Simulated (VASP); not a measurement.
# KMnAg3C6N6 (P312) in VASP: single point with PBE

Aim: the single point of KMnAg3C6N6 with PBE.

Everything below comes from runs of VASP 6.6.1. Logs are shortened: lines on timing, memory, paths and dates and some standing lists are left out, and cuts for length are marked.

### 1 The cell of the first run

The structure is trigonal, space group P312 (No. 149). Conventional cell: a = 6.843 Å, b = 6.843 Å, c = 8.214 Å, α = 90.00°, β = 90.00°, γ = 120.00°. Within 3.8 Å of K (site symmetry 32) lie 6 N at 2.90 Å and 6 C at 3.27 Å. Within 2.9 Å of Mn (site symmetry 32) lie 6 N at 2.22 Å. Within 2.7 Å of Ag (site symmetry 2) lie 2 C at 2.05 Å. Within 1.6 Å of C (site symmetry 1) lie 1 N at 1.17 Å. N (site symmetry 1) has 1 C at 1.17 Å within 1.6 Å.

### 2 Single point, PBE, collinear spin, ferromagnetic start

File INCAR:

```
SYSTEM = KMnAg3C6N6
ALGO = Normal ; EDIFF = 1E-6
ENCUT = 520 ; GGA = PE
ISIF = 2 ; ISMEAR = -1
ISPIN = 2 ; KPAR = 4
LASPH = .True. ; LCHARG = .True.
LMAXMIX = 4 ; LORBIT = 11
LREAL = Auto ; LVHAR = .True.
LWAVE = .False. ; MAGMOM = 0 4 0 0 0 0 0 0 0 0 0 0 0 0 0 0 0
NBANDS = 72 ; NELM = 150
PREC = Accurate ; SIGMA = 0.05
```

File KPOINTS:

```
k-points
0
Gamma
  5 5 4
  0 0 0
```

File POSCAR:

```
KMnAg3C6N6
1.0
    6.8431000000      0.0000000000      0.0000000000
   -3.4215500000      5.9262984406      0.0000000000
    0.0000000000      0.0000000000      8.2137000000
K Mn Ag C N
1 1 3 6 6
Direct
    0.3333333333      0.6666666667      0.0000000000
    0.0000000000      0.0000000000      0.0000000000
    0.5066494441      0.0132988881      0.5000000000
    0.9867011119      0.4933505559      0.5000000000
    0.5066494441      0.4933505559      0.5000000000
    0.3489275086      0.0058365501      0.2862428546
    0.9941634499      0.3430909585      0.2862428546
    0.6569090415      0.6510724914      0.2862428546
    0.9941634499      0.6510724914      0.7137571454
    0.6569090415      0.0058365501      0.7137571454
    0.3489275086      0.3430909585      0.7137571454
    0.2552343333      0.9969030497      0.1649349115
    0.0030969503      0.2583312835      0.1649349115
    0.7416687165      0.7447656667      0.1649349115
    0.0030969503      0.7447656667      0.8350650885
    0.7416687165      0.9969030497      0.8350650885
    0.2552343333      0.2583312835      0.8350650885
```

Potentials or basis: VASP PAW PBE potentials, release 64 (K_sv, Mn_pv, Ag, C, N).

Command:

```bash
$ cat potpaw_PBE.64/K_sv/POTCAR potpaw_PBE.64/Mn_pv/POTCAR potpaw_PBE.64/Ag/POTCAR potpaw_PBE.64/C/POTCAR potpaw_PBE.64/N/POTCAR > POTCAR
$ mpirun -np 4 vasp_std > vasp.out
```

OUTCAR:

```text
SYSTEM = KMnAg3C6N6
   EDIFF = 1E-6
   ENCUT = 520
   GGA = PE
   ISIF = 2
   ISMEAR = -1
   ISPIN = 2
   LASPH = .True.
   LORBIT = 11
   LREAL = Auto
   NELM = 150
   PREC = Accurate

 ion  position               nearest neighbor table
   1  0.333  0.667  0.000-
   2  0.000  0.000  0.000-  13 2.22  16 2.22  17 2.22  14 2.22  15 2.22  12 2.22
   3  0.507  0.013  0.500-  10 2.05   6 2.05   4 3.29   5 3.29   5 3.56   4 3.56
   4  0.987  0.493  0.500-   7 2.05   9 2.05   3 3.29   5 3.29   3 3.56   5 3.56
   5  0.507  0.493  0.500-   8 2.05  11 2.05   3 3.29   4 3.29   3 3.56   4 3.56
   6  0.349  0.006  0.286-  12 1.17   3 2.05
   7  0.994  0.343  0.286-  13 1.17   4 2.05
   8  0.657  0.651  0.286-  14 1.17   5 2.05
   9  0.994  0.651  0.714-  15 1.17   4 2.05
  10  0.657  0.006  0.714-  16 1.17   3 2.05
  11  0.349  0.343  0.714-  17 1.17   5 2.05
  12  0.255  0.997  0.165-   6 1.17   2 2.22
  13  0.003  0.258  0.165-   7 1.17   2 2.22
  14  0.742  0.745  0.165-   8 1.17   2 2.22
  15  0.003  0.745  0.835-   9 1.17   2 2.22
  16  0.742  0.997  0.835-  10 1.17   2 2.22
  17  0.255  0.258  0.835-  11 1.17   2 2.22

  LATTYP: Found a hexagonal cell.
 ALAT       =     6.8431000000
 C/A-ratio  =     1.2002893425

  Lattice vectors:

 A1 = (   6.8431000000,   0.0000000000,   0.0000000000)
 A2 = (  -3.4215500000,   5.9262984406,   0.0000000000)
 A3 = (   0.0000000000,   0.0000000000,   8.2137000000)

Analysis of symmetry for initial positions (statically):
=====================================================================
 Subroutine PRICEL returns:
 Original cell was already a primitive cell.

 Routine SETGRP: Setting up the symmetry group for a
 hexagonal supercell.

 Subroutine GETGRP returns: Found  6 space group operations
 (whereof  6 operations were pure point group operations)
 out of a pool of 24 trial point group operations.

The static configuration has the point symmetry D_3 .

Analysis of symmetry for dynamics (positions and initial velocities):
=====================================================================
 Subroutine PRICEL returns:
 Original cell was already a primitive cell.

 Routine SETGRP: Setting up the symmetry group for a
 hexagonal supercell.

 Subroutine GETGRP returns: Found  6 space group operations
 (whereof  6 operations were pure point group operations)
 out of a pool of 24 trial point group operations.

The dynamic configuration has the point symmetry D_3 .
[... 174 lines left out ...]

 Free energy of the ion-electron system (eV)
  ---------------------------------------------------
  ext. energy  EPLUGINS =         0.00000000
  ---------------------------------------------------
  free energy    TOTEN  =      -118.50384235 eV

  energy without entropy =     -118.50358077  energy(sigma->0) =     -118.50371156

 E-fermi :   1.1809     XC(G=0):  -8.0372

 val. band max:        0.8109429449   @ k =   0.0000   0.0000   0.0000
 cond. band min:       1.5386415049   @ k =   0.4000   0.2000   0.0000
 fundamental gap:      0.7276985600
 Fermi energy:         1.1808579591

 spin component 1

 k-point     1 :       0.0000    0.0000    0.0000
  band No.  band energies     occupation
      1     -47.7706      1.00000
      2     -47.6506      1.00000
      3     -47.6506      1.00000
      4     -28.8109      1.00000
      5     -17.4084      1.00000
      6     -17.3420      1.00000
[... 1162 lines left out ...]
     65       5.1453      0.00000
     66       5.3044      0.00000
 Fermi energy:         1.1808579591

 spin component 2

 k-point     1 :       0.0000    0.0000    0.0000
  band No.  band energies     occupation
      1     -47.0240      1.00000
      2     -46.3833      1.00000
      3     -46.3833      1.00000
      4     -28.8113      1.00000
      5     -17.4142      1.00000
      6     -17.3489      1.00000
[... 1162 lines left out ...]
     65       5.1507      0.00000
     66       5.3032      0.00000
 [bands above 66 left out]

------------------------ aborting loop because EDIFF is reached ----------------------------------------

  FORCE on cell =-STRESS in cart. coord.  units (eV):
  Direction    XX          YY          ZZ          XY          YZ          ZX
  --------------------------------------------------------------------------------------
  -------------------------------------------------------------------------------------
  Total       -4.1314848     -4.1314848     -5.3608072      0.0000000      0.0000000      0.0000000
  in kB      -19.8719964    -19.8719964    -25.7849045      0.0000000      0.0000000      0.0000000
  external PRESSURE =     -21.8429658 kB  Pullay stress =       0.0000000 kB

 VOLUME and BASIS-vectors are now :
 -----------------------------------------------------------------------------
  energy-cutoff  :      520.00
  volume of cell :      333.10
      direct lattice vectors                 reciprocal lattice vectors
     6.843100000  0.000000000  0.000000000     0.146132601  0.084369696  0.000000000
    -3.421550000  5.926298441  0.000000000     0.000000000  0.168739393  0.000000000
     0.000000000  0.000000000  8.213700000     0.000000000  0.000000000  0.121747812

 POSITION                                       TOTAL-FORCE (eV/Angst)
 -----------------------------------------------------------------------------------
     -0.00000      3.95087      0.00000        -0.000000      0.000000      0.000000
      0.00000      0.00000      0.00000        -0.000000      0.000000      0.000000
      3.42155      0.07881      4.10685        -0.000000     -0.006686      0.000000
      5.06407      2.92374      4.10685         0.005790      0.003343      0.000000
      1.77903      2.92374      4.10685        -0.005790      0.003343      0.000000
      2.36778      0.03459      2.35111         0.230386      0.004301      0.292766
[... 9 lines left out ...]
      1.66436      5.90794      6.85897         1.243129      0.085088      1.007690
      0.86270      1.53095      6.85897        -0.547876     -1.119125      1.007690
 -----------------------------------------------------------------------------------
    total drift:                               -0.000001      0.000001     -0.000000

  FREE ENERGIE OF THE ION-ELECTRON SYSTEM (eV)
  ---------------------------------------------------
  free  energy   TOTEN  =      -118.5038423547 eV

  energy  without entropy=     -118.5035807716  energy(sigma->0) =     -118.50371156

 total charge

# of ion       s       p       d       tot
------------------------------------------
    1        1.954   5.586   0.020   7.561
    2        0.184   6.173   4.929  11.286
    3        0.473   0.306   9.148   9.927
    4        0.473   0.306   9.148   9.927
    5        0.473   0.306   9.148   9.927
    6        0.953   1.626   0.000   2.579
[... 9 lines left out ...]
   16        1.303   2.565   0.000   3.868
   17        1.303   2.565   0.000   3.868
--------------------------------------------------
tot         17.095  37.824  32.392  87.311

 magnetization (x)

# of ion       s       p       d       tot
------------------------------------------
    1        0.000  -0.000  -0.000  -0.000
    2        0.006   0.006   1.009   1.021
    3       -0.001  -0.001  -0.000  -0.001
    4       -0.001  -0.001  -0.000  -0.001
    5       -0.001  -0.001  -0.000  -0.001
    6       -0.000  -0.001   0.000  -0.001
[... 9 lines left out ...]
   16       -0.003  -0.008   0.000  -0.011
   17       -0.003  -0.008   0.000  -0.011
--------------------------------------------------
tot         -0.014  -0.049   1.009   0.946
```

OSZICAR:

```text
N       E                     dE             d eps       ncg     rms          rms(c)
DAV:   1     0.801208859845E+03    0.80121E+03   -0.52831E+04  5184   0.138E+03
DAV:   2    -0.492464990616E+02   -0.85046E+03   -0.81069E+03  5560   0.342E+02
[... 13 lines left out ...]
DAV:  16    -0.118503835448E+03   -0.64450E-03   -0.73306E-04  5168   0.133E-01    0.135E-01
DAV:  17    -0.118503854924E+03   -0.19476E-04   -0.87463E-05  6200   0.524E-02    0.103E-01
DAV:  18    -0.118503852224E+03    0.27002E-05   -0.16251E-05  5616   0.180E-02    0.796E-02
DAV:  19    -0.118503848663E+03    0.35607E-05   -0.42748E-06  4696   0.152E-02    0.524E-02
DAV:  20    -0.118503844744E+03    0.39188E-05   -0.34729E-06  4816   0.156E-02    0.341E-02
DAV:  21    -0.118503842972E+03    0.17717E-05   -0.30617E-06  4752   0.116E-02    0.200E-02
DAV:  22    -0.118503842355E+03    0.61769E-06   -0.80342E-07  3552   0.770E-03
   1 F= -.11850384E+03 E0= -.11850371E+03  d E =-.261583E-03  mag=     1.0002
```

Wall time 13 min (4 MPI ranks of Intel Xeon Platinum 8259CL at 2.50GHz (Skylake/Cascade Lake), shared host); peak memory 0.94 GiB.

What came out:

```yaml
Free_energy: -118.5038 eV
Pressure: -2.2 GPa
Largest_force: 1.603 eV/Å
Band_gap_on_the_k_mesh: 0.73 eV, indirect (least direct gap 0.79 eV)
Net_moment: 1.00 μB per cell
Site_moments: K -0.00; Mn +1.02; Ag -0.00; C -0.00; N -0.01 μB
Valence_electrons_inside_the_program's_atomic_spheres: K 7.56; Mn 11.29; Ag 9.93; C 2.58; N 3.87
```

Forces in eV/Å, atoms in the order of the input:
```
K    0.000  0.000  0.000
Mn   0.000  0.000  0.000
Ag   0.000 -0.007  0.000
Ag   0.006  0.003  0.000
Ag  -0.006  0.003  0.000
C    0.230  0.004  0.293
C   -0.119  0.197  0.293
C   -0.111 -0.202  0.293
C    0.111 -0.202 -0.293
C   -0.230  0.004 -0.293
C    0.119  0.197 -0.293
N   -1.243  0.085 -1.008
N    0.548 -1.119 -1.008
N    0.695  1.034 -1.008
N   -0.695  1.034  1.008
N    1.243  0.085  1.008
N   -0.548 -1.119  1.008
```

Levels at points of the mesh, in eV from the valence-band top:
Spin up:
| k point | band 53 | band 54 | band 55 | band 56 | band 57 | band 58 |
| --- | --- | --- | --- | --- | --- | --- |
| (0.00, 0.00, 0.00) | -1.39 | -0.58 | -0.58 | 1.00 | 1.00 | 1.21 |
| (0.00, 0.00, 0.50) | -1.34 | -0.65 | -0.65 | 0.87 | 0.87 | 1.34 |
Spin down:
```tsv
k point	band 52	band 53	band 54	band 55	band 56	band 57
(0.00, 0.00, 0.00)	-1.39	0.00	0.00	0.87	1.21	1.49
(0.00, 0.00, 0.50)	-1.34	-0.18	-0.18	0.81	1.34	1.50
```

Caveat: the moment fell far below its start of 4 μB, so a state of higher moment may lie lower in energy; a cell with one magnetic atom can't hold antiferromagnetic order, which such compounds often take; forces of over 1 eV/Å act on the atoms, so gaps and moduli don't describe the material at rest.
